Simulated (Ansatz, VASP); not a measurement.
**Two plane-wave programs on BAs**

```
B As
1.0
     0.00000    2.30415    2.30415
     2.30415    0.00000    2.30415
     2.30415    2.30415    0.00000
B As
1 1
Direct
  0.25000 0.25000 0.25000
  0.50000 0.50000 0.50000
```

Alike in both runs: task single point; functional PBE; k mesh 10 × 10 × 10; occupations gaussian, width 0.02 eV; no spin polarisation.

|  | VASP | Ansatz |
| --- | --- | --- |
| version | VASP 6.6.1 | Ansatz 0.2.0 |
| potentials or method | VASP PAW PBE potentials, release 64 (B, As), cutoff 520 eV | scalar-relativistic, plane waves, PAW |
| valence electrons in the cell | 8 | 18 |

|  | VASP | Ansatz | Ansatz less VASP |
| --- | --- | --- | --- |
| gap on the k mesh at the Fermi level (eV) | 1.06 | 1.07 | +0.011 |
| least direct gap on the mesh (eV) | 3.42 | 3.43 | +0.004 |
| pressure (GPa) | 23.0 | 21.9 | -1.10 |

VASP's potentials hold 8 valence electrons a cell and Ansatz's 18, so a difference there can come from the potentials and not from the codes.
